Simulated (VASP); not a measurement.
# GaC3 in VASP: single point with PBE

Aim: the single point of GaC3 with PBE.

All numbers are computed with VASP 6.6.1; they aren't measurements. Logs are shortened: lines on timing, memory, paths and dates and some standing lists are left out, and cuts for length are marked.

## 1. The cell of the first run

The typed cell holds 4 atoms: a = 3.319 Å, b = 3.319 Å, c = 3.319 Å, α = 90.00°, β = 90.00°, γ = 90.00°.

## 2. Single point, PBE

Contents of INCAR:

```
SYSTEM = GaC3
ALGO = Normal
EDIFF = 1E-6
ENCUT = 600
GGA = PE
GGA_COMPAT = .FALSE.
ISIF = 2
ISMEAR = -1
LASPH = .TRUE.
LCHARG = .TRUE.
LELF = .TRUE.
LREAL = .FALSE.
LVHAR = .TRUE.
LWAVE = .FALSE.
NBANDS = 20
NELM = 120
PREC = Accurate
SIGMA = 0.05
```

Contents of KPOINTS:

```
k-points
0
G
  5 5 5
  0 0 0
```

Contents of POSCAR:

```
GaC3
1.0
    3.3189480000      0.0000000000      0.0000000000
    0.0000000000      3.3189480000      0.0000000000
    0.0000000000      0.0000000000      3.3189480000
Ga C
1 3
Direct
   -0.0891744276     -0.0021834255      0.0892059162
    0.2792465987      0.6898161641      0.7086054737
    0.4872807221     -0.0022026257      0.5126545754
    0.2913541375      0.3057799237     -0.2792911563
```

Potentials or basis: VASP PAW PBE potentials, release 64 (Ga_d, C).

On the command line:

```sh
> cat potpaw_PBE.64/Ga_d/POTCAR potpaw_PBE.64/C/POTCAR > POTCAR
> mpirun -np 1 vasp_std > vasp.out
```

OUTCAR:

```text
SYSTEM = GaC3
   EDIFF = 1E-6
   ENCUT = 600
   GGA = PE
   ISIF = 2
   ISMEAR = -1
   LASPH = .TRUE.
   LREAL = .FALSE.
   NELM = 120
   PREC = Accurate

 ion  position               nearest neighbor table
   1  0.911  0.998  0.089-   3 1.99   4 2.03   2 2.03   3 2.37   3 2.37
   2  0.279  0.690  0.709-   4 1.28   3 1.39   1 2.03   4 2.05
   3  0.487  0.998  0.513-   4 1.39   2 1.39   1 1.99   1 2.37   1 2.37
   4  0.291  0.306  0.721-   2 1.28   3 1.39   1 2.03   2 2.05

  LATTYP: Found a simple cubic cell.
 ALAT       =     3.3189480000

  Lattice vectors:

 A1 = (   3.3189480000,   0.0000000000,   0.0000000000)
 A2 = (   0.0000000000,   3.3189480000,   0.0000000000)
 A3 = (   0.0000000000,   0.0000000000,   3.3189480000)

Analysis of symmetry for initial positions (statically):
=====================================================================
 Subroutine PRICEL returns:
 Original cell was already a primitive cell.

 Routine SETGRP: Setting up the symmetry group for a
 simple cubic supercell.

 Subroutine GETGRP returns: Found  1 space group operations
 (whereof  1 operations were pure point group operations)
 out of a pool of 48 trial point group operations.

The static configuration has the point symmetry C_1 .

Analysis of symmetry for dynamics (positions and initial velocities):
=====================================================================
 Subroutine PRICEL returns:
 Original cell was already a primitive cell.

 Routine SETGRP: Setting up the symmetry group for a
 simple cubic supercell.

 Subroutine GETGRP returns: Found  1 space group operations
 (whereof  1 operations were pure point group operations)
 out of a pool of 48 trial point group operations.

The dynamic configuration has the point symmetry C_1 .

 Subroutine INISYM returns: Found  1 space group operations
 (whereof  1 operations are pure point group operations),
 and found     1 'primitive' translations

----------------------------------------------------------------------------------------

                                     Primitive cell

  volume of cell :      36.5596

  direct lattice vectors                    reciprocal lattice vectors
     3.318948000  0.000000000  0.000000000     0.301300292  0.000000000  0.000000000
     0.000000000  3.318948000  0.000000000     0.000000000  0.301300292  0.000000000
     0.000000000  0.000000000  3.318948000     0.000000000  0.000000000  0.301300292

  length of vectors
     3.318948000  3.318948000  3.318948000     0.301300292  0.301300292  0.301300292

  position of ions in fractional coordinates (direct lattice)
     0.910825572  0.997816574  0.089205916
     0.279246599  0.689816164  0.708605474
     0.487280722  0.997797374  0.512654575
     0.291354138  0.305779924  0.720708844

  ion indices of the primitive-cell ions
   primitive index   ion index
                 1           1
                 2           2
                 3           3
                 4           4

----------------------------------------------------------------------------------------

 KPOINTS: k-points

Automatic generation of k-mesh.
 Grid dimensions read from file:
 generate k-points for:    5    5    5

 Generating k-lattice:

  Cartesian coordinates                     Fractional coordinates (reciprocal lattice)
     0.060260058  0.000000000  0.000000000     0.200000000  0.000000000  0.000000000
     0.000000000  0.060260058  0.000000000     0.000000000  0.200000000  0.000000000
     0.000000000  0.000000000  0.060260058     0.000000000  0.000000000  0.200000000

  Length of vectors
     0.060260058  0.060260058  0.060260058

  Shift w.r.t. Gamma in fractional coordinates (k-lattice)
     0.000000000  0.000000000  0.000000000

 Subroutine IBZKPT returns following result:
 ===========================================

 Found     63 irreducible k-points:

 Following reciprocal coordinates:
            Coordinates               Weight
  0.000000  0.000000  0.000000      1.000000
  0.200000  0.000000  0.000000      2.000000
  0.000000  0.200000  0.000000      2.000000
  0.000000  0.000000  0.200000      2.000000
  0.400000  0.000000  0.000000      2.000000
  0.000000  0.400000  0.000000      2.000000
[... 16 lines left out ...]
  0.000000 -0.200000  0.400000      2.000000
  0.400000 -0.200000  0.000000      2.000000
 [... further k-points ...]
   k-points           NKPTS =     63   k-points in BZ     NKDIM =     63   number of bands    NBANDS=     20
   number of dos      NEDOS =    301   number of ions     NIONS =      4
   total plane-waves  NPLWV =  21952
   dimension x,y,z NGX =    28 NGY =   28 NGZ =   28
   dimension x,y,z NGXF=    56 NGYF=   56 NGZF=   56
   ions per type =               1   3
   NGX,Y,Z   is equivalent  to a cutoff of  14.03, 14.03, 14.03 a.u.
   NGXF,Y,Z  is equivalent  to a cutoff of  28.05, 28.05, 28.05 a.u.
 SYSTEM =  GaC3
   PREC   = accura    normal or accurate (medium, high low for compatibility)
   ISTART =      0    job   : 0-new  1-cont  2-samecut
   ICHARG =      2    charge: 1-file 2-atom 10-const
   ISPIN  =      1    spin polarized calculation?
   LNONCOLLINEAR =      F non collinear calculations
   LSORBIT =      F    spin-orbit coupling
   LASPH  =      T    aspherical Exc in radial PAW
   ENCUT  =  600.0 eV  44.10 Ry    6.64 a.u.   6.63  6.63  6.63*2*pi/ulx,y,z
   NELM   =    120;   NELMIN=  2; NELMDL= -5     # of ELM steps
   EDIFF  = 0.1E-05   stopping-criterion for ELM
   LREAL  =      F    real-space projection
   EDIFFG = 0.1E-04   stopping-criterion for IOM
   NSW    =      0    number of steps for IOM
   IBRION =     -1    ionic relax: 0-MD 1-quasi-New 2-CG
   NFREE  =      0    steps in history (QN), initial steepest desc. (CG)
   ISIF   =      2    stress and relaxation
   ISYM   =      2    0-nonsym 1-usesym 2-fastsym
   POTIM  = 0.5000    time-step for ionic-motion
   TEBEG  =    0.0;   TEEND  =   0.0 temperature during run
   PSTRESS=    0.0 pullay stress
   NELECT =      25.0000    total number of electrons
   NUPDOWN=      -1.0000    fix difference up-down
   EMIN   =  10.00;   EMAX   =-10.00  energy-range for DOS
   EFERMI =   0.00;   METHOD = LEGACY
   ISMEAR =    -1;   SIGMA  =   0.05  broadening in eV -4-tet -1-fermi 0-gaus
   EFERMI_NEDOS =   21; number of points for ismear=-14 and -15
   IALGO  =     38    algorithm
   IMIX   =      4    mixing-type and parameters
     AMIX     =   0.40;   BMIX     =  1.00
     AMIX_MAG =   1.60;   BMIX_MAG =  1.00
  volume/ion in A,a.u.               =       9.14        61.68
  Fermi-wavevector in a.u.,A,eV,Ry     =   1.442296  2.725544 28.303079  2.080218
  Thomas-Fermi vector in A             =   2.560832
   LORBIT       =      0    0 simple, 1 ext, 2 COOP (PROOUT), +10 PAW based schemes
   GGA     = PE    functional components
   LHFCALC =     F    Hartree Fock is set to
   AEXX    =    0.0000 exact exchange contribution
   IVDW    =     0    specifies the selected vdW correction
   LEPSILON=     F    determine dielectric tensor
   LRPA    =     F    only Hartree local field effects (RPA)
 non-spin polarized calculation
  energy-cutoff  :      600.00
  volume of cell :       36.56
 maximum number of plane-waves:      1237
   NGX = 13   NGY = 13   NGZ = 13

 number of electron      25.0000005 magnetization

 Free energy of the ion-electron system (eV)
  ---------------------------------------------------
  ext. energy  EPLUGINS =         0.00000000
  ---------------------------------------------------
  free energy    TOTEN  =       -25.40204524 eV

  energy without entropy =      -25.39106861  energy(sigma->0) =      -25.39655693

 E-fermi :   7.2505     XC(G=0): -11.8293

 val. band max:        7.0806800268   @ k =  -0.2000   0.2000   0.4000
 cond. band min:       7.2590214955   @ k =   0.2000   0.0000   0.4000
 fundamental gap:      0.1783414687
 Fermi energy:         7.2504771082

 k-point     1 :       0.0000    0.0000    0.0000
  band No.  band energies     occupation
      1     -11.8190      2.00000
      2      -8.1067      2.00000
      3      -8.0151      2.00000
      4      -7.9423      2.00000
      5      -7.9319      2.00000
      6      -7.8850      2.00000
[... 12 lines left out ...]
     19      18.1570      0.00000
     20      18.6754      0.00000

 k-point     2 :       0.2000    0.0000    0.0000
  band No.  band energies     occupation
      1     -11.5671      2.00000
      2      -8.1136      2.00000
      3      -8.0037      2.00000
      4      -7.9593      2.00000
      5      -7.9488      2.00000
      6      -7.8946      2.00000
[... 12 lines left out ...]
     19      17.8662      0.00000
     20      19.0110      0.00000

 k-point     3 :       0.0000    0.2000    0.0000
  band No.  band energies     occupation
      1     -11.4681      2.00000
      2      -8.1129      2.00000
      3      -8.0094      2.00000
      4      -7.9680      2.00000
      5      -7.9462      2.00000
      6      -7.8754      2.00000
[... 12 lines left out ...]
     19      19.0288      0.00000
     20      19.6836      0.00000

 k-point     4 :       0.0000    0.0000    0.2000
  band No.  band energies     occupation
      1     -11.5671      2.00000
      2      -8.1136      2.00000
      3      -8.0037      2.00000
      4      -7.9593      2.00000
      5      -7.9488      2.00000
      6      -7.8946      2.00000
[... 429 lines left out ...]
 k-point    23 :       0.0000   -0.2000    0.4000
  band No.  band energies     occupation
      1     -10.7336      2.00000
      2      -8.1281      2.00000
      3      -8.0953      2.00000
      4      -8.0022      2.00000
      5      -7.9288      2.00000
      6      -7.8783      2.00000
[... 12 lines left out ...]
     19      17.8461      0.00000
     20      20.4219      0.00000

 k-point    24 :       0.4000   -0.2000    0.0000
  band No.  band energies     occupation
      1     -10.7337      2.00000
      2      -8.1282      2.00000
      3      -8.0953      2.00000
      4      -8.0022      2.00000
      5      -7.9288      2.00000
      6      -7.8783      2.00000
[... 12 lines left out ...]
     19      17.8457      0.00000
     20      20.4224      0.00000

 [... further k-points ...]

------------------------ aborting loop because EDIFF is reached ----------------------------------------

  FORCE on cell =-STRESS in cart. coord.  units (eV):
  Direction    XX          YY          ZZ          XY          YZ          ZX
  --------------------------------------------------------------------------------------
  -------------------------------------------------------------------------------------
  Total        1.9259703     21.8127591      1.9268352      0.0170098      0.0167140      2.4033496
  in kB       84.4031822    955.9162433     84.4410844      0.7454317      0.7324702    105.3237194
  external PRESSURE =     374.9201700 kB  Pullay stress =       0.0000000 kB

 VOLUME and BASIS-vectors are now :
 -----------------------------------------------------------------------------
  energy-cutoff  :      600.00
  volume of cell :       36.56
      direct lattice vectors                 reciprocal lattice vectors
     3.318948000  0.000000000  0.000000000     0.301300292  0.000000000  0.000000000
     0.000000000  3.318948000  0.000000000     0.000000000  0.301300292  0.000000000
     0.000000000  0.000000000  3.318948000     0.000000000  0.000000000  0.301300292

 POSITION                                       TOTAL-FORCE (eV/Angst)
 -----------------------------------------------------------------------------------
      3.02298      3.31170      0.29607        -0.011624     -0.000325      0.011325
      0.92680      2.28946      2.35182        -0.017821     -0.009405      0.017237
      1.61726      3.31164      1.70147         0.046725     -0.000120     -0.046509
      0.96699      1.01487      2.39200        -0.017280      0.009851      0.017948
 -----------------------------------------------------------------------------------
    total drift:                               -0.000055      0.000156      0.000128

  FREE ENERGIE OF THE ION-ELECTRON SYSTEM (eV)
  ---------------------------------------------------
  free  energy   TOTEN  =       -25.4020452436 eV

  energy  without entropy=      -25.3910686097  energy(sigma->0) =      -25.39655693
```

Run time: 67 s. Hardware: 1 thread of Intel Xeon Platinum 8375C at 2.90GHz (Ice Lake), shared host; peak memory 0.19 GiB.

What came out:

```
Free energy            : -25.4020 eV
Pressure               : 37.5 GPa
Largest force          : 0.066 eV/Å
Band gap on the k mesh : zero (an odd number of electrons rules out a gap without spin polarisation)
```

Forces in eV/Å, atoms in the order of the input:
```
Ga  -0.012  0.000  0.011
C   -0.018 -0.009  0.017
C    0.047  0.000 -0.047
C   -0.017  0.010  0.018
```

Levels at points of the mesh, in eV from the Fermi level:
| k point | band 10 | band 11 | band 12 | band 13 | band 14 | band 15 | band 16 | band 17 |
| --- | --- | --- | --- | --- | --- | --- | --- | --- |
| (0.00, 0.00, 0.00) | -6.99 | -5.79 | -0.64 | 0.88 | 3.75 | 4.90 | 7.52 | 8.21 |

Caveat: the k points lie up to 0.38 Å⁻¹ apart, too coarse for converged energies and pressures of a metal.
